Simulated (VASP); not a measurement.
Input of a VASP 6.6.1 run:

Contents of POSCAR:

```
Mo
1.0
   -1.5391626898      1.5391626898      1.5391626898
    1.5391626898     -1.5391626898      1.5391626898
    1.5391626898      1.5391626898     -1.5391626898
Mo
1
Direct
    0.0000000000      0.0000000000      0.0000000000
```

Contents of INCAR.step1:

```
  ALGO = Normal
  EDIFF = 1E-4
  ENCUT = 520
  GGA = PE
  ISMEAR = -1
  LASPH = T
  LCHARG = F
  LREAL = F
  LWAVE = T
  NBANDS = 13
  NELM = 100
  PREC = Accurate
  SIGMA = 0.1
```

INCAR.step2

```
  ALGO = Normal
  EDIFF = 1E-6
  ENCUT = 520
  ISIF = 2
  ISMEAR = -1
  ISTART = 1
  LASPH = T
  LCHARG = F
  LMIXTAU = T
  LREAL = F
  LWAVE = F
  METAGGA = R2SCAN
  NBANDS = 13
  NELM = 100
  PREC = Accurate
  SIGMA = 0.1
```

KPOINTS

```
k-points
0
Gamma
  20 20 20
```

Potentials or basis: VASP PAW PBE potentials, release 64 (Mo_sv).

Launch:

```bash
$ cat potpaw_PBE.64/Mo_sv/POTCAR > POTCAR
$ cp INCAR.step1 INCAR
$ mpirun -np 1 vasp_std > vasp.out
$ cp INCAR.step2 INCAR
$ mpirun -np 1 vasp_std > vasp.out
```

Task: Estimate the band gap on the k mesh.

Result: Zero (band 7 reaches 18.27 eV, above the bottom of band 8 at 12.14 eV).

Task: Predict the pressure.

Result: 23.6 GPa.

Caveat: the PAW data sets were made with another functional, which shifts forces and pressure a little.
